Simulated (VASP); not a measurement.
# SiC (F-43m) in VASP: notebook

SiC is run at these levels: PBE; tasks: single point.

All numbers are computed with VASP 6.6.1; they aren't measurements. Logs are shortened: lines on timing, memory, paths and dates and some standing lists are left out, and cuts for length are marked.

**What was measured.**

“Insight into the structural, elastic and electronic properties of a new orthorhombic 6O-SiC polytype”, 2020, pmc:7200658 quotes, for a bulk crystal of SiC: band gap 2.4 eV (indirect).

How close the calculation comes is told below.

### 1 The cell of the first run

Symmetry: F-43m, No. 216, cubic system. The conventional cell has a = 4.197 Å, b = 4.197 Å, c = 4.197 Å, α = 90.00°, β = 90.00°, γ = 90.00°. Si (site symmetry -43m) has 4 C at 1.82 Å within 2.4 Å. Within 2.4 Å of C (site symmetry -43m) lie 4 Si at 1.82 Å.

### 2 Single point, PBE

INCAR reads:

```
SYSTEM = SiC
PREC = Accurate
ENCUT = 520
EDIFF = 1E-6
ISMEAR = 0
SIGMA = 0.05
LREAL = .FALSE.
LASPH = .TRUE.
NELM = 100
ALGO = Normal
ISIF = 2
LWAVE = .FALSE.
LCHARG = .FALSE.
GGA = PE
NBANDS = 11
```

KPOINTS reads:

```
Automatic mesh
0
G
  12 12 12
  0 0 0
```

POSCAR reads:

```
SiC
1.0
    0.0000000000      2.0984871947      2.0984871947
    2.0984871947      0.0000000000      2.0984871947
    2.0984871947      2.0984871947      0.0000000000
Si C
1 1
Direct
    0.0000000000      0.0000000000      0.0000000000
    0.7500000000      0.7500000000      0.7500000000
```

Potentials or basis: VASP PAW PBE potentials, release 64 (Si, C).

The run is started by

```bash
$ cat potpaw_PBE.64/Si/POTCAR potpaw_PBE.64/C/POTCAR > POTCAR
$ mpirun -np 1 vasp_std > vasp.out
```

OUTCAR:

```text
SYSTEM = SiC
   PREC = Accurate
   ENCUT = 520
   EDIFF = 1E-6
   ISMEAR = 0
   LREAL = .FALSE.
   LASPH = .TRUE.
   NELM = 100
   ISIF = 2
   GGA = PE

 ion  position               nearest neighbor table
   1  0.000  0.000  0.000-   2 1.82   2 1.82   2 1.82   2 1.82
   2  0.750  0.750  0.750-   1 1.82   1 1.82   1 1.82   1 1.82

  LATTYP: Found a face centered cubic cell.
 ALAT       =     4.1969743894

  Lattice vectors:

 A1 = (   0.0000000000,   2.0984871947,   2.0984871947)
 A2 = (   2.0984871947,   0.0000000000,   2.0984871947)
 A3 = (   2.0984871947,   2.0984871947,   0.0000000000)

Analysis of symmetry for initial positions (statically):
=====================================================================
 Subroutine PRICEL returns:
 Original cell was already a primitive cell.

 Routine SETGRP: Setting up the symmetry group for a
 face centered cubic supercell.

 Subroutine GETGRP returns: Found 24 space group operations
 (whereof 24 operations were pure point group operations)
 out of a pool of 48 trial point group operations.

The static configuration has the point symmetry T_d .

Analysis of symmetry for dynamics (positions and initial velocities):
=====================================================================
 Subroutine PRICEL returns:
 Original cell was already a primitive cell.

 Routine SETGRP: Setting up the symmetry group for a
 face centered cubic supercell.

 Subroutine GETGRP returns: Found 24 space group operations
 (whereof 24 operations were pure point group operations)
 out of a pool of 48 trial point group operations.

The dynamic configuration has the point symmetry T_d .

 Subroutine INISYM returns: Found 24 space group operations
 (whereof 24 operations are pure point group operations),
 and found     1 'primitive' translations

----------------------------------------------------------------------------------------

                                     Primitive cell

  volume of cell :      18.4820

  direct lattice vectors                    reciprocal lattice vectors
     0.000000000  2.098487195  2.098487195    -0.238266882  0.238266882  0.238266882
     2.098487195  0.000000000  2.098487195     0.238266882 -0.238266882  0.238266882
     2.098487195  2.098487195  0.000000000     0.238266882  0.238266882 -0.238266882

  length of vectors
     2.967709051  2.967709051  2.967709051     0.412690345  0.412690345  0.412690345

  position of ions in fractional coordinates (direct lattice)
     0.000000000  0.000000000  0.000000000
     0.750000000  0.750000000  0.750000000

  ion indices of the primitive-cell ions
   primitive index   ion index
                 1           1
                 2           2

----------------------------------------------------------------------------------------

 KPOINTS: Automatic mesh

Automatic generation of k-mesh.
 Grid dimensions read from file:
 generate k-points for:   12   12   12

 Generating k-lattice:

  Cartesian coordinates                     Fractional coordinates (reciprocal lattice)
    -0.019855573  0.019855573  0.019855573     0.083333333  0.000000000  0.000000000
     0.019855573 -0.019855573  0.019855573     0.000000000  0.083333333  0.000000000
     0.019855573  0.019855573 -0.019855573     0.000000000  0.000000000  0.083333333

  Length of vectors
     0.034390862  0.034390862  0.034390862

  Shift w.r.t. Gamma in fractional coordinates (k-lattice)
     0.000000000  0.000000000  0.000000000

 Subroutine IBZKPT returns following result:
 ===========================================

 Found     72 irreducible k-points:

 Following reciprocal coordinates:
            Coordinates               Weight
  0.000000  0.000000  0.000000      1.000000
  0.083333  0.000000  0.000000      8.000000
  0.166667  0.000000  0.000000      8.000000
  0.250000  0.000000  0.000000      8.000000
  0.333333  0.000000  0.000000      8.000000
  0.416667  0.000000  0.000000      8.000000
[... 16 lines left out ...]
  0.500000  0.166667  0.000000     24.000000
 -0.416667  0.166667  0.000000     24.000000
 [... further k-points ...]
   k-points           NKPTS =     72   k-points in BZ     NKDIM =     72   number of bands    NBANDS=     11
   number of dos      NEDOS =    301   number of ions     NIONS =      2
   total plane-waves  NPLWV =  13824
   dimension x,y,z NGX =    24 NGY =   24 NGZ =   24
   dimension x,y,z NGXF=    48 NGYF=   48 NGZF=   48
   ions per type =               1   1
   NGX,Y,Z   is equivalent  to a cutoff of  13.44, 13.44, 13.44 a.u.
   NGXF,Y,Z  is equivalent  to a cutoff of  26.89, 26.89, 26.89 a.u.
 SYSTEM =  SiC
   PREC   = accura    normal or accurate (medium, high low for compatibility)
   ISTART =      0    job   : 0-new  1-cont  2-samecut
   ICHARG =      2    charge: 1-file 2-atom 10-const
   ISPIN  =      1    spin polarized calculation?
   LNONCOLLINEAR =      F non collinear calculations
   LSORBIT =      F    spin-orbit coupling
   LASPH  =      T    aspherical Exc in radial PAW
   ENCUT  =  520.0 eV  38.22 Ry    6.18 a.u.   5.52  5.52  5.52*2*pi/ulx,y,z
   NELM   =    100;   NELMIN=  2; NELMDL= -5     # of ELM steps
   EDIFF  = 0.1E-05   stopping-criterion for ELM
   LREAL  =      F    real-space projection
   EDIFFG = 0.1E-04   stopping-criterion for IOM
   NSW    =      0    number of steps for IOM
   IBRION =     -1    ionic relax: 0-MD 1-quasi-New 2-CG
   NFREE  =      0    steps in history (QN), initial steepest desc. (CG)
   ISIF   =      2    stress and relaxation
   ISYM   =      2    0-nonsym 1-usesym 2-fastsym
   POTIM  = 0.5000    time-step for ionic-motion
   TEBEG  =    0.0;   TEEND  =   0.0 temperature during run
   PSTRESS=    0.0 pullay stress
   NELECT =       8.0000    total number of electrons
   NUPDOWN=      -1.0000    fix difference up-down
   EMIN   =  10.00;   EMAX   =-10.00  energy-range for DOS
   EFERMI =   0.00;   METHOD = LEGACY
   ISMEAR =     0;   SIGMA  =   0.05  broadening in eV -4-tet -1-fermi 0-gaus
   EFERMI_NEDOS =   21; number of points for ismear=-14 and -15
   IALGO  =     38    algorithm
   IMIX   =      4    mixing-type and parameters
     AMIX     =   0.40;   BMIX     =  1.00
     AMIX_MAG =   1.60;   BMIX_MAG =  1.00
  volume/ion in A,a.u.               =       9.24        62.36
  Fermi-wavevector in a.u.,A,eV,Ry     =   1.238384  2.340206 20.865810  1.533594
  Thomas-Fermi vector in A             =   2.372911
   LORBIT       =      0    0 simple, 1 ext, 2 COOP (PROOUT), +10 PAW based schemes
   GGA     = PE    functional components
   LHFCALC =     F    Hartree Fock is set to
   AEXX    =    0.0000 exact exchange contribution
   IVDW    =     0    specifies the selected vdW correction
   LEPSILON=     F    determine dielectric tensor
   LRPA    =     F    only Hartree local field effects (RPA)
 non-spin polarized calculation
 Gauss-broadening in eV      SIGMA  =   0.05
  energy-cutoff  :      520.00
  volume of cell :       18.48
 maximum number of plane-waves:       531
 NGX is ok and might be reduce to    24
   NGX = 11   NGY = 11   NGZ = 11

 number of electron       8.0000000 magnetization

 Free energy of the ion-electron system (eV)
  ---------------------------------------------------
  ext. energy  EPLUGINS =         0.00000000
  ---------------------------------------------------
  free energy    TOTEN  =       -14.81448925 eV

  energy without entropy =      -14.81448925  energy(sigma->0) =      -14.81448925

 E-fermi :   9.7512     XC(G=0): -11.8566

 val. band max:        9.4244195484   @ k =   0.0000   0.0000   0.0000
 cond. band min:      10.6676011712   @ k =   0.5000   0.5000   0.0000
 fundamental gap:      1.2431816228
 Fermi energy:         9.7511543319

 k-point     1 :       0.0000    0.0000    0.0000
  band No.  band energies     occupation
      1      -6.8926      2.00000
      2       9.4244      2.00000
      3       9.4244      2.00000
      4       9.4244      2.00000
      5      16.9979      0.00000
      6      17.5649      0.00000
      7      17.5649      0.00000
      8      17.5649      0.00000
      9      24.6172      0.00000
     10      24.6172      0.00000
     11      27.6330      0.00000

 k-point     2 :       0.0833    0.0000    0.0000
  band No.  band energies     occupation
      1      -6.7443      2.00000
      2       8.6874      2.00000
      3       9.3282      2.00000
      4       9.3282      2.00000
      5      17.0717      0.00000
      6      17.7534      0.00000
      7      17.7534      0.00000
      8      17.8749      0.00000
      9      23.7949      0.00000
     10      23.7949      0.00000
     11      26.8618      0.00000

 k-point     3 :       0.1667    0.0000    0.0000
  band No.  band energies     occupation
      1      -6.3029      2.00000
      2       6.9728      2.00000
      3       9.0894      2.00000
      4       9.0894      2.00000
      5      16.7947      0.00000
      6      18.0941      0.00000
      7      18.0941      0.00000
      8      18.8962      0.00000
      9      22.9446      0.00000
     10      22.9446      0.00000
     11      26.0313      0.00000

 k-point     4 :       0.2500    0.0000    0.0000
  band No.  band energies     occupation
      1      -5.5826      2.00000
      2       4.9263      2.00000
      3       8.8082      2.00000
      4       8.8082      2.00000
      5      16.4337      0.00000
      6      18.0690      0.00000
      7      18.0690      0.00000
      8      19.8080      0.00000
      9      23.1936      0.00000
     10      23.1936      0.00000
     11      25.6274      0.00000
[... 239 lines left out ...]
 k-point    22 :       0.4167    0.1667    0.0000
  band No.  band energies     occupation
      1      -3.7740      2.00000
      2       2.6203      2.00000
      3       7.0444      2.00000
      4       7.4894      2.00000
      5      14.5316      0.00000
      6      18.1400      0.00000
      7      19.4591      0.00000
      8      19.9957      0.00000
      9      23.9332      0.00000
     10      27.8825      0.00000
     11      28.6790      0.00000

 k-point    23 :       0.5000    0.1667    0.0000
  band No.  band energies     occupation
      1      -2.7626      2.00000
      2       1.1330      2.00000
      3       6.5491      2.00000
      4       7.5851      2.00000
      5      14.5764      0.00000
      6      18.1579      0.00000
      7      18.9325      0.00000
      8      21.1678      0.00000
      9      24.4003      0.00000
     10      27.9439      0.00000
     11      29.0375      0.00000

 k-point    24 :      -0.4167    0.1667    0.0000
  band No.  band energies     occupation
      1      -2.5440      2.00000
      2       0.8500      2.00000
      3       6.2010      2.00000
      4       7.8500      2.00000
      5      14.9202      0.00000
      6      18.0898      0.00000
      7      18.5707      0.00000
      8      21.7194      0.00000
      9      25.2630      0.00000
     10      25.8479      0.00000
     11      28.9504      0.00000

 [... further k-points ...]
[... 5 lines left out ...]
  --------------------------------------------------------------------------------------
  -------------------------------------------------------------------------------------
  Total        4.0027548      4.0027548      4.0027548      0.0000000      0.0000000      0.0000000
  in kB      346.9929108    346.9929108    346.9929108      0.0000000      0.0000000      0.0000000
  external PRESSURE =     346.9929108 kB  Pullay stress =       0.0000000 kB

 VOLUME and BASIS-vectors are now :
 -----------------------------------------------------------------------------
  energy-cutoff  :      520.00
  volume of cell :       18.48
      direct lattice vectors                 reciprocal lattice vectors
     0.000000000  2.098487195  2.098487195    -0.238266882  0.238266882  0.238266882
     2.098487195  0.000000000  2.098487195     0.238266882 -0.238266882  0.238266882
     2.098487195  2.098487195  0.000000000     0.238266882  0.238266882 -0.238266882

 POSITION                                       TOTAL-FORCE (eV/Angst)
 -----------------------------------------------------------------------------------
      0.00000      0.00000      0.00000         0.000000     -0.000000     -0.000000
      3.14773      3.14773      3.14773        -0.000000      0.000000      0.000000
 -----------------------------------------------------------------------------------
    total drift:                               -0.000000     -0.000000     -0.000000

  FREE ENERGIE OF THE ION-ELECTRON SYSTEM (eV)
  ---------------------------------------------------
  free  energy   TOTEN  =       -14.8144892502 eV

  energy  without entropy=      -14.8144892502  energy(sigma->0) =      -14.81448925
```

Run time: 13 s. Hardware: 1 thread of Intel Xeon 8259CL, shared host; peak memory 0.14 GiB.

What came out:

| Property | Result |
| --- | --- |
| Free energy | -14.8145 eV |
| Pressure | 34.7 GPa |
| Band gap on the k mesh | 1.24 eV, indirect (least direct gap 4.64 eV) |

A k mesh can miss the band edges. A hybrid or GW would open this gap; PBE tends to underestimate it.

### 3 Single point, PBE

This run uses another cell than the first one, of 9.66 Å³/atom, 1.045 times its volume.

INCAR reads:

```
SYSTEM = SiC
PREC = Accurate ; ENCUT = 520
EDIFF = 1E-6 ; ISMEAR = 0
SIGMA = 0.05 ; LREAL = .FALSE.
LASPH = .TRUE. ; NELM = 60
ALGO = Normal ; ISIF = 2
LWAVE = .FALSE. ; LCHARG = .TRUE.
GGA = PE ; LELF = .TRUE.
LVHAR = .TRUE. ; NBANDS = 11
```

KPOINTS reads:

```
regular mesh
0
G
  12 12 12
  0 0 0
```

POSCAR reads:

```
SiC
1.0
    0.0000000000      2.1298091771      2.1298091771
    2.1298091771      0.0000000000      2.1298091771
    2.1298091771      2.1298091771      0.0000000000
Si C
1 1
Direct
    0.0000000000      0.0000000000      0.0000000000
    0.7500000000      0.7500000000      0.7500000000
```

Potentials or basis: VASP PAW PBE potentials, release 64 (Si, C).

The run is started by

```bash
$ cat potpaw_PBE.64/Si/POTCAR potpaw_PBE.64/C/POTCAR > POTCAR
$ mpirun -np 1 vasp_std > vasp.out
```

It took 14 s on 1 thread of Intel Xeon 8259CL, shared host; peak memory 0.14 GiB.

It converged, with:

| Item | Value |
| --- | --- |
| Free energy | -14.9589 eV |
| Pressure | 20.8 GPa |
| Band gap on the k mesh | 1.29 eV, indirect (least direct gap 4.61 eV) |

Levels at points of the mesh, in eV from the valence-band top:
```csv
k point,band 1,band 2,band 3,band 4,band 5,band 6,band 7,band 8,band 9
"(0.00, 0.00, 0.00)",-15.95,0.00,0.00,0.00,7.04,7.80,7.80,7.80,14.92
"(0.50, 0.00, 0.00)",-12.12,-8.92,-1.06,-1.06,6.07,7.51,7.51,10.44,17.06
"(0.50, 0.50, 0.00)",-10.60,-8.02,-3.32,-3.32,1.29,4.57,14.85,14.85,15.73
```

### 4 Single point, PBE

This run uses another cell than the first one, of 10.08 Å³/atom, 1.091 times its volume.

INCAR reads:

```
PREC     = Accurate       # precision mode
ENCUT    = 520            # plane-wave cutoff, eV
EDIFF    = 1E-6           # SCF threshold, eV
ISMEAR   = 0              # smearing method
SIGMA    = 0.05           # smearing width, eV
LREAL    = False          # projectors in reciprocal space
LASPH    = True           # aspherical terms in the spheres
NELM     = 100            # most SCF steps
ALGO     = Normal         # electronic algorithm
ISIF     = 2              # what is computed and relaxed
LWAVE    = False          # write WAVECAR
LCHARG   = False          # write CHGCAR
GGA      = PE             # functional
NBANDS   = 11             # bands
```

KPOINTS reads:

```
regular mesh
0
Gamma
  12 12 12
```

POSCAR reads:

```
SiC
1.0
    0.0000000000      2.1602360282      2.1602360282
    2.1602360282      0.0000000000      2.1602360282
    2.1602360282      2.1602360282      0.0000000000
Si C
1 1
Direct
    0.0000000000      0.0000000000      0.0000000000
    0.7500000000      0.7500000000      0.7500000000
```

Potentials or basis: VASP PAW PBE potentials, release 64 (Si, C).

The run is started by

```bash
$ cat potpaw_PBE.64/Si/POTCAR potpaw_PBE.64/C/POTCAR > POTCAR
$ mpirun -np 1 vasp_std > vasp.out
```

OUTCAR:

```text
PREC = Accurate
   ENCUT = 520
   EDIFF = 1E-6
   ISMEAR = 0
   LREAL = False
   LASPH = True
   NELM = 100
   ISIF = 2
   GGA = PE

 ion  position               nearest neighbor table
   1  0.000  0.000  0.000-   2 1.87   2 1.87   2 1.87   2 1.87
   2  0.750  0.750  0.750-   1 1.87   1 1.87   1 1.87   1 1.87

  LATTYP: Found a face centered cubic cell.
 ALAT       =     4.3204720564

  Lattice vectors:

 A1 = (   0.0000000000,   2.1602360282,   2.1602360282)
 A2 = (   2.1602360282,   0.0000000000,   2.1602360282)
[... 513 lines left out ...]
      7      17.0797      0.00000
      8      19.8268      0.00000
      9      23.3458      0.00000
     10      24.0278      0.00000
     11      26.8677      0.00000

 [... further k-points ...]
[... 5 lines left out ...]
  --------------------------------------------------------------------------------------
  -------------------------------------------------------------------------------------
  Total        1.1759435      1.1759435      1.1759435      0.0000000      0.0000000     -0.0000000
  in kB       93.4465843     93.4465843     93.4465843      0.0000000      0.0000000     -0.0000000
  external PRESSURE =      93.4465843 kB  Pullay stress =       0.0000000 kB

 VOLUME and BASIS-vectors are now :
 -----------------------------------------------------------------------------
  energy-cutoff  :      520.00
  volume of cell :       20.16
      direct lattice vectors                 reciprocal lattice vectors
     0.000000000  2.160236028  2.160236028    -0.231456190  0.231456190  0.231456190
     2.160236028  0.000000000  2.160236028     0.231456190 -0.231456190  0.231456190
     2.160236028  2.160236028  0.000000000     0.231456190  0.231456190 -0.231456190

 POSITION                                       TOTAL-FORCE (eV/Angst)
 -----------------------------------------------------------------------------------
      0.00000      0.00000      0.00000        -0.000000     -0.000000     -0.000000
      3.24035      3.24035      3.24035         0.000000      0.000000      0.000000
 -----------------------------------------------------------------------------------
    total drift:                               -0.000000     -0.000000     -0.000000

  FREE ENERGIE OF THE ION-ELECTRON SYSTEM (eV)
  ---------------------------------------------------
  free  energy   TOTEN  =       -15.0371373768 eV

  energy  without entropy=      -15.0371373768  energy(sigma->0) =      -15.03713738
```

OSZICAR:

```text
N       E                     dE             d eps       ncg     rms          rms(c)
DAV:   1     0.391328405335E+01    0.39133E+01   -0.40385E+03  1632   0.614E+02
DAV:   2    -0.163246410996E+02   -0.20238E+02   -0.18991E+02  1963   0.112E+02
DAV:   3    -0.169632222274E+02   -0.63858E+00   -0.63689E+00  1966   0.162E+01
DAV:   4    -0.169656920847E+02   -0.24699E-02   -0.24697E-02  1793   0.125E+00
DAV:   5    -0.169657025342E+02   -0.10450E-04   -0.10449E-04  1964   0.764E-02    0.909E+00
DAV:   6    -0.151026141180E+02    0.18631E+01   -0.65311E+00  1779   0.116E+01    0.405E+00
DAV:   7    -0.150448646535E+02    0.57749E-01   -0.42068E-01  1902   0.369E+00    0.183E+00
DAV:   8    -0.150369292494E+02    0.79354E-02   -0.20806E-02  1788   0.960E-01    0.171E-01
DAV:   9    -0.150370290771E+02   -0.99828E-04   -0.16035E-03  2000   0.230E-01    0.114E-01
DAV:  10    -0.150371349651E+02   -0.10589E-03   -0.22429E-04  1791   0.921E-02    0.262E-02
DAV:  11    -0.150371369926E+02   -0.20275E-05   -0.38741E-05  1911   0.328E-02    0.682E-03
DAV:  12    -0.150371373768E+02   -0.38422E-06   -0.17573E-06  1410   0.805E-03
   1 F= -.15037137E+02 E0= -.15037137E+02  d E =-.117753E-10
```

Wall time 14 s (1 thread of Intel Xeon 8259CL, shared host); peak memory 0.14 GiB.

Results:

- Free energy: -15.0371 eV
- Pressure: 9.3 GPa
- Band gap on the k mesh: 1.33 eV, indirect (least direct gap 4.57 eV)

[end of part 1 of 2]
